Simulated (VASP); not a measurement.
Wanted: the native input for a VASP 6.6.1 run.

* Task: single point
* Functional: LDA
* Potentials or basis: VASP PAW LDA potentials, release 64 (Ru_sv, C)
* Cutoff: 520 eV
* k mesh: 12 × 12 × 1
* Occupations: gaussian, width 0.1 eV
* Spin: no spin polarisation
* Dipole correction: yes
* Further INCAR settings: ALGO = Normal; EDIFF = 1e-06; NBANDS = 51; NELMDL = -8

The structure of Ru5C lies in POSCAR:

```
Ru5C
1.0
    2.6740588505      0.0000000000      0.0000000000
   -1.3370294252      2.3158028957      0.0000000000
    0.0000000000      0.0000000000     23.8999247755
Ru C
5 1
Direct
    0.6666666667      0.3333333333      0.1673645435
    0.3333333333      0.6666666667      0.2557907839
    0.6666666667      0.3333333333      0.3443582822
    0.3333333333      0.6666666667      0.4334512798
    0.6666666667      0.3333333333      0.5188269374
    0.6666666667      0.3333333333      0.5912110476
```

The input as run:

INCAR

```
  PREC = Accurate
  ENCUT = 520
  EDIFF = 1E-6
  ISMEAR = 0
  SIGMA = 0.1
  LREAL = False
  LASPH = True
  NELM = 120
  ALGO = Normal
  ISIF = 2
  LWAVE = False
  LCHARG = True
  LDIPOL = True
  IDIPOL = 3
  DIPOL = 0.5 0.5 0.385
  LELF = True
  LVHAR = True
  LVACPOTAV = True
  NBANDS = 51
  GGA_COMPAT = False
  NELMDL = -8
```

KPOINTS

```
Automatic mesh
0
Gamma
  12 12 1
```

Potentials or basis: VASP PAW LDA potentials, release 64 (Ru_sv, C).

The run is started by

```console
$ cat potpaw_LDA.64/Ru_sv/POTCAR potpaw_LDA.64/C/POTCAR > POTCAR
$ mpirun -np 1 vasp_std > vasp.out
```

It gave:

* Largest force: 2.219 eV/Å
* Band gap on the k mesh: zero (bands 42 and 43 overlap by 2.69 eV)

It took 4 min on 1 thread of Intel(R) Xeon(R) 6975P-C (Granite Rapids) (shared host), peak memory 0.27 GiB.
